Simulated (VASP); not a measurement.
# Rh (R-3m) in VASP: notebook

Rh is run at these levels: r2SCAN; tasks: single point.

Program: VASP 6.6.1. These are calculated values, not measurements. Logs are shortened: lines on timing, memory, paths and dates and some standing lists are left out, and cuts for length are marked.

### 1 The cell of the first run

The structure is trigonal, space group R-3m (No. 166). The conventional cell has a = 2.755 Å, b = 2.755 Å, c = 6.276 Å, α = 90.00°, β = 90.00°, γ = 120.00°. Within 3.5 Å of Rh (site symmetry -3m) lie 12 Rh at 2.63 to 2.76 Å.

### 2 Single point, r2SCAN

The input, POSCAR:

```
Rh
1.0
   -0.0909117911      1.8571980184      1.8571980184
    1.8571980184     -0.0909117911      1.8571980184
    1.8571980184      1.8571980184     -0.0909117911
Rh
1
Direct
    0.0000000000      0.0000000000      0.0000000000
```

The input, INCAR.step1:

```
  PREC = Accurate
  ENCUT = 520
  ISMEAR = 0
  SIGMA = 0.15
  LREAL = F
  LASPH = T
  NELM = 100
  NBANDS = 14
  GGA = PE
  ALGO = Normal
  EDIFF = 1E-4
  LWAVE = T
  LCHARG = F
```

The input, INCAR.step2:

```
  PREC = Accurate
  ENCUT = 520
  EDIFF = 1E-6
  ISMEAR = 0
  SIGMA = 0.15
  LREAL = F
  LASPH = T
  NELM = 100
  ALGO = Normal
  ISIF = 2
  LWAVE = F
  LCHARG = F
  METAGGA = R2SCAN
  LMIXTAU = T
  NBANDS = 14
  ISTART = 1
```

The input, KPOINTS:

```
regular mesh
0
Gamma
  24 24 24
```

Potentials or basis: VASP PAW PBE potentials, release 64 (Rh_pv).

Command:

```
$ cat potpaw_PBE.64/Rh_pv/POTCAR > POTCAR
$ cp INCAR.step1 INCAR
$ mpirun -np 1 vasp_std > vasp.out
$ cp INCAR.step2 INCAR
$ mpirun -np 1 vasp_std > vasp.out
```

OUTCAR:

```text
PREC = Accurate
   ENCUT = 520
   EDIFF = 1E-6
   ISMEAR = 0
   LREAL = F
   LASPH = T
   NELM = 100
   ISIF = 2
   METAGGA = R2SCAN
   ISTART = 1

 ion  position               nearest neighbor table
   1  0.000  0.000  0.000-

  LATTYP: Found a trigonal (rhomboedric) cell.
 ALAT       =     2.6280475477
 COS(alpha) =     0.4505091948

  Lattice vectors:

 A1 = (  -0.0909117911,   1.8571980184,   1.8571980184)
 A2 = (   1.8571980184,  -0.0909117911,   1.8571980184)
 A3 = (   1.8571980184,   1.8571980184,  -0.0909117911)

Analysis of symmetry for initial positions (statically):
=====================================================================
 Subroutine PRICEL returns:
 Original cell was already a primitive cell.

 Routine SETGRP: Setting up the symmetry group for a
 trigonal (rhombohedral) supercell.

 Subroutine GETGRP returns: Found 12 space group operations
 (whereof 12 operations were pure point group operations)
 out of a pool of 12 trial point group operations.

The static configuration has the point symmetry D_3d.

Analysis of symmetry for dynamics (positions and initial velocities):
=====================================================================
 Subroutine PRICEL returns:
 Original cell was already a primitive cell.

 Routine SETGRP: Setting up the symmetry group for a
 trigonal (rhombohedral) supercell.

 Subroutine GETGRP returns: Found 12 space group operations
 (whereof 12 operations were pure point group operations)
 out of a pool of 12 trial point group operations.

The dynamic configuration has the point symmetry D_3d.

 Subroutine INISYM returns: Found 12 space group operations
 (whereof 12 operations are pure point group operations),
 and found     1 'primitive' translations

----------------------------------------------------------------------------------------

                                     Primitive cell

  volume of cell :      13.7516

  direct lattice vectors                    reciprocal lattice vectors
    -0.090911791  1.857198018  1.857198018    -0.250219569  0.263098518  0.263098518
     1.857198018 -0.090911791  1.857198018     0.263098518 -0.250219569  0.263098518
     1.857198018  1.857198018 -0.090911791     0.263098518  0.263098518 -0.250219569

  length of vectors
     2.628047548  2.628047548  2.628047548     0.448387659  0.448387659  0.448387659

  position of ions in fractional coordinates (direct lattice)
     0.000000000  0.000000000  0.000000000

  ion indices of the primitive-cell ions
   primitive index   ion index
                 1           1

----------------------------------------------------------------------------------------

 KPOINTS: regular mesh

Automatic generation of k-mesh.
 Grid dimensions read from file:
 generate k-points for:   24   24   24

 Generating k-lattice:

  Cartesian coordinates                     Fractional coordinates (reciprocal lattice)
    -0.010425815  0.010962438  0.010962438     0.041666667  0.000000000 -0.000000000
     0.010962438 -0.010425815  0.010962438     0.000000000  0.041666667 -0.000000000
     0.010962438  0.010962438 -0.010425815     0.000000000  0.000000000  0.041666667

  Length of vectors
     0.018682819  0.018682819  0.018682819

  Shift w.r.t. Gamma in fractional coordinates (k-lattice)
     0.000000000  0.000000000  0.000000000

 Subroutine IBZKPT returns following result:
 ===========================================

 Found   1313 irreducible k-points:

 Following reciprocal coordinates:
            Coordinates               Weight
  0.000000  0.000000  0.000000      1.000000
  0.041667  0.000000 -0.000000      6.000000
  0.083333 -0.000000 -0.000000      6.000000
  0.125000  0.000000 -0.000000      6.000000
  0.166667  0.000000 -0.000000      6.000000
  0.208333  0.000000 -0.000000      6.000000
[... 16 lines left out ...]
  0.416667  0.041667  0.000000     12.000000
  0.458333  0.041667  0.000000     12.000000
 [... further k-points ...]
   k-points           NKPTS =   1313   k-points in BZ     NKDIM =   1313   number of bands    NBANDS=     14
   number of dos      NEDOS =    301   number of ions     NIONS =      1
   total plane-waves  NPLWV =   8000
   dimension x,y,z NGX =    20 NGY =   20 NGZ =   20
   dimension x,y,z NGXF=    40 NGYF=   40 NGZF=   40
   ions per type =               1
   NGX,Y,Z   is equivalent  to a cutoff of  12.65, 12.65, 12.65 a.u.
   NGXF,Y,Z  is equivalent  to a cutoff of  25.30, 25.30, 25.30 a.u.
 SYSTEM =  unknown system
   PREC   = accura    normal or accurate (medium, high low for compatibility)
   ISTART =      1    job   : 0-new  1-cont  2-samecut
   ICHARG =      0    charge: 1-file 2-atom 10-const
   ISPIN  =      1    spin polarized calculation?
   LNONCOLLINEAR =      F non collinear calculations
   LSORBIT =      F    spin-orbit coupling
   LASPH  =      T    aspherical Exc in radial PAW
   ENCUT  =  520.0 eV  38.22 Ry    6.18 a.u.   4.89  4.89  4.89*2*pi/ulx,y,z
   NELM   =    100;   NELMIN=  2; NELMDL=  0     # of ELM steps
   EDIFF  = 0.1E-05   stopping-criterion for ELM
   LREAL  =      F    real-space projection
   EDIFFG = 0.1E-04   stopping-criterion for IOM
   NSW    =      0    number of steps for IOM
   IBRION =     -1    ionic relax: 0-MD 1-quasi-New 2-CG
   NFREE  =      0    steps in history (QN), initial steepest desc. (CG)
   ISIF   =      2    stress and relaxation
   ISYM   =      2    0-nonsym 1-usesym 2-fastsym
   POTIM  = 0.5000    time-step for ionic-motion
   TEBEG  =    0.0;   TEEND  =   0.0 temperature during run
   PSTRESS=    0.0 pullay stress
   NELECT =      15.0000    total number of electrons
   NUPDOWN=      -1.0000    fix difference up-down
   EMIN   =  10.00;   EMAX   =-10.00  energy-range for DOS
   EFERMI =   0.00;   METHOD = LEGACY
   ISMEAR =     0;   SIGMA  =   0.15  broadening in eV -4-tet -1-fermi 0-gaus
   EFERMI_NEDOS =   21; number of points for ismear=-14 and -15
   IALGO  =     38    algorithm
   IMIX   =      4    mixing-type and parameters
     AMIX     =   0.40;   BMIX     =  1.00
     AMIX_MAG =   1.60;   BMIX_MAG =  1.00
  volume/ion in A,a.u.               =      13.75        92.80
  Fermi-wavevector in a.u.,A,eV,Ry     =   1.685211  3.184586 38.639656  2.839935
  Thomas-Fermi vector in A             =   2.768095
   LORBIT       =      0    0 simple, 1 ext, 2 COOP (PROOUT), +10 PAW based schemes
   METAGGA = R2SCAN    functional components
   LHFCALC =     F    Hartree Fock is set to
   AEXX    =    0.0000 exact exchange contribution
   IVDW    =     0    specifies the selected vdW correction
   LEPSILON=     F    determine dielectric tensor
   LRPA    =     F    only Hartree local field effects (RPA)
 non-spin polarized calculation
 Gauss-broadening in eV      SIGMA  =   0.15
  energy-cutoff  :      520.00
  volume of cell :       13.75
 maximum number of plane-waves:       380
   NGX =  9   NGY =  9   NGZ =  9

 number of electron      15.0000000 magnetization

 Free energy of the ion-electron system (eV)
  ---------------------------------------------------
  ext. energy  EPLUGINS =         0.00000000
  ---------------------------------------------------
  free energy    TOTEN  =       -24.08522016 eV

  energy without entropy =      -24.07070153  energy(sigma->0) =      -24.07796084

 E-fermi :  11.7174     XC(G=0): -15.1931

 val. band max:       11.7172532572   @ k =   0.3333   0.3333   0.1667
 cond. band min:      11.7179612092   @ k =  -0.2917   0.3333   0.0833
 fundamental gap:      0.0007079521
 Fermi energy:        11.7173883504

 k-point     1 :       0.0000    0.0000    0.0000
  band No.  band energies     occupation
      1     -36.0500      2.00000
      2     -36.0500      2.00000
      3     -36.0266      2.00000
      4       3.5638      2.00000
      5       8.1799      2.00000
      6       8.1799      2.00000
      7       9.1870      2.00000
      8      10.7479      2.00000
      9      10.7479      2.00000
     10      28.3953      0.00000
     11      29.1529      0.00000
     12      33.4624      0.00000
     13      33.4624      0.00000
     14      35.9589      0.00000

 k-point     2 :       0.0417    0.0000   -0.0000
  band No.  band energies     occupation
      1     -36.0619      2.00000
      2     -36.0512      2.00000
      3     -36.0302      2.00000
      4       3.6348      2.00000
      5       8.1686      2.00000
      6       8.1982      2.00000
      7       9.2020      2.00000
      8      10.7345      2.00000
      9      10.7355      2.00000
     10      28.4913      0.00000
     11      29.1532      0.00000
     12      33.1458      0.00000
     13      33.5764      0.00000
     14      35.9753      0.00000

 k-point     3 :       0.0833   -0.0000   -0.0000
  band No.  band energies     occupation
      1     -36.1001      2.00000
      2     -36.0545      2.00000
      3     -36.0373      2.00000
      4       3.8427      2.00000
      5       8.1328      2.00000
      6       8.2477      2.00000
      7       9.2513      2.00000
      8      10.7014      2.00000
      9      10.7048      2.00000
     10      28.7590      0.00000
     11      29.1532      0.00000
     12      32.3176      0.00000
     13      33.9128      0.00000
     14      36.1379      0.00000
[... 324 lines left out ...]
 k-point    23 :       0.4167    0.0417    0.0000
  band No.  band energies     occupation
      1     -36.7529      2.00000
      2     -36.1342      2.00000
      3     -36.1150      2.00000
      4       5.5261      2.00000
      5       8.0317      2.00000
      6       9.1804      2.00000
      7      10.6240      2.00000
      8      11.9847      0.01173
      9      12.4731      0.00000
     10      22.1028      0.00000
     11      28.7465      0.00000
     12      29.1531      0.00000
     13      34.2149      0.00000
     14      35.7567      0.00000

 k-point    24 :       0.4583    0.0417    0.0000
  band No.  band energies     occupation
      1     -36.7952      2.00000
      2     -36.1404      2.00000
      3     -36.1201      2.00000
      4       5.4761      2.00000
      5       7.9691      2.00000
      6       9.1177      2.00000
      7      11.1256      2.00000
      8      12.2358      0.00000
      9      12.8897      0.00000
     10      21.0589      0.00000
     11      28.4770      0.00000
     12      29.1531      0.00000
     13      33.6754      0.00000
     14      35.2758      0.00000

 [... further k-points ...]

------------------------ aborting loop because EDIFF is reached ----------------------------------------

  FORCE on cell =-STRESS in cart. coord.  units (eV):
  Direction    XX          YY          ZZ          XY          YZ          ZX
  --------------------------------------------------------------------------------------
  -------------------------------------------------------------------------------------
  Total        0.2176084      0.2176084      0.2176084      0.8077909      0.8077909      0.8077909
  in kB       25.3532177     25.3532177     25.3532177     94.1144443     94.1144443     94.1144443
  external PRESSURE =      25.3532177 kB  Pullay stress =       0.0000000 kB

 VOLUME and BASIS-vectors are now :
 -----------------------------------------------------------------------------
  energy-cutoff  :      520.00
  volume of cell :       13.75
      direct lattice vectors                 reciprocal lattice vectors
    -0.090911791  1.857198018  1.857198018    -0.250219569  0.263098518  0.263098518
     1.857198018 -0.090911791  1.857198018     0.263098518 -0.250219569  0.263098518
     1.857198018  1.857198018 -0.090911791     0.263098518  0.263098518 -0.250219569

 POSITION                                       TOTAL-FORCE (eV/Angst)
 -----------------------------------------------------------------------------------
      0.00000      0.00000      0.00000        -0.000000      0.000000      0.000000
 -----------------------------------------------------------------------------------
    total drift:                                0.000000      0.000000      0.000000

  FREE ENERGIE OF THE ION-ELECTRON SYSTEM (eV)
  ---------------------------------------------------
  free  energy   TOTEN  =       -24.0852201566 eV

  energy  without entropy=      -24.0707015302  energy(sigma->0) =      -24.07796084
```

It took 5.2 min on 1 thread of Intel Xeon 6975P-C (Granite Rapids), shared host; peak memory 0.32 GiB.

Results:

* Free energy: -24.0852 eV
* Pressure: 2.5 GPa
* Band gap on the k mesh: zero (an odd number of electrons rules out a gap without spin polarisation)

Stress tensor (GPa, compression positive):
```
2.54 9.41 9.41
9.41 2.54 9.41
9.41 9.41 2.54
```

Levels at points of the mesh, in eV from the Fermi level:
| k point | band 4 | band 5 | band 6 | band 7 | band 8 | band 9 | band 10 | band 11 |
| --- | --- | --- | --- | --- | --- | --- | --- | --- |
| (0.00, 0.00, 0.00) | -8.15 | -3.54 | -3.54 | -2.53 | -0.97 | -0.97 | 16.68 | 17.44 |
| (0.50, 0.00, 0.00) | -6.32 | -3.76 | -2.65 | 0.26 | 0.68 | 0.77 | 8.77 | 16.54 |
| (0.50, 0.50, 0.00) | -6.53 | -6.17 | 0.43 | 1.00 | 1.23 | 3.54 | 12.93 | 13.09 |
| (0.50, 0.50, 0.50) | -6.34 | -3.43 | -3.43 | 0.83 | 0.83 | 1.76 | 10.26 | 15.66 |

Caveat: the PAW data sets were made with another functional, which shifts forces and pressure a little.

### 3 Single point, r2SCAN

This run uses another cell than the first one, of the same volume but with other edges.

The input, POSCAR:

```
Rh
1.0
    0.0988473943      1.9522360377      1.9522360377
    1.9522360377      0.0988473943      1.9522360377
    1.9522360377      1.9522360377      0.0988473943
Rh
1
Direct
    0.0000000000      0.0000000000      0.0000000000
```

The input, INCAR.step1:

```
SYSTEM = Rh
ALGO     = Normal         ! electronic algorithm
EDIFF    = 1E-4           ! SCF threshold, eV
ENCUT    = 520            ! plane-wave cutoff, eV
GGA      = PE             ! functional
ISMEAR   = 0              ! smearing method
LASPH    = .True.         ! aspherical terms in the spheres
LCHARG   = .False.        ! write CHGCAR
LREAL    = .False.        ! projectors in reciprocal space
LWAVE    = .True.         ! write WAVECAR
NBANDS   = 14             ! bands
NELM     = 100            ! most SCF steps
PREC     = Accurate       ! precision mode
SIGMA    = 0.15           ! smearing width, eV
```

The input, INCAR.step2:

```
SYSTEM = Rh
ALGO     = Normal         ! electronic algorithm
EDIFF    = 1E-6           ! SCF threshold, eV
ENCUT    = 520            ! plane-wave cutoff, eV
ISIF     = 2              ! what is computed and relaxed
ISMEAR   = 0              ! smearing method
ISTART   = 1            
LASPH    = .True.         ! aspherical terms in the spheres
LCHARG   = .False.        ! write CHGCAR
LMIXTAU  = .True.       
LREAL    = .False.        ! projectors in reciprocal space
LWAVE    = .False.        ! write WAVECAR
METAGGA  = R2SCAN         ! meta-GGA
NBANDS   = 14             ! bands
NELM     = 100            ! most SCF steps
PREC     = Accurate       ! precision mode
SIGMA    = 0.15           ! smearing width, eV
```

The input, KPOINTS:

```
k-points
0
Gamma
  24 24 24
  0 0 0
```

Potentials or basis: VASP PAW PBE potentials, release 64 (Rh_pv).

Command:

```
$ cat potpaw_PBE.64/Rh_pv/POTCAR > POTCAR
$ cp INCAR.step1 INCAR
$ mpirun -np 1 vasp_std > vasp.out
$ cp INCAR.step2 INCAR
$ mpirun -np 1 vasp_std > vasp.out
```

It took 6 min on 1 thread of Intel Xeon 6975P-C (Granite Rapids), shared host; peak memory 0.34 GiB.

Results (log left out):

```
Free energy            : -24.0782 eV
Pressure               : 2.9 GPa
Band gap on the k mesh : zero (an odd number of electrons rules out a gap without spin polarisation)
```

Stress tensor (GPa, compression positive):
```
 2.93 -9.90 -9.90
-9.90  2.93 -9.90
-9.90 -9.90  2.93
```

Levels at points of the mesh, in eV from the Fermi level:
```
           k point  band 3  band 4  band 5  band 6  band 7  band 8  band 9  band 10  band 11  band 12
(0.00, 0.00, 0.00)  -47.75   -8.15   -3.77   -2.95   -2.95   -0.94   -0.94    16.59    17.44    20.97
(0.50, 0.00, 0.00)  -47.86   -6.33   -3.85   -2.73    0.30    0.98    1.22     9.55    16.09    17.44
(0.50, 0.50, 0.00)  -48.02   -6.55   -6.16    0.42    1.05    1.20    3.54    12.93    13.07    15.07
(0.50, 0.50, 0.50)  -47.82   -6.37   -3.18   -3.18    0.16    0.47    0.47     7.91    16.94    17.44
```

Caveat: the PAW data sets were made with another functional, which shifts forces and pressure a little.
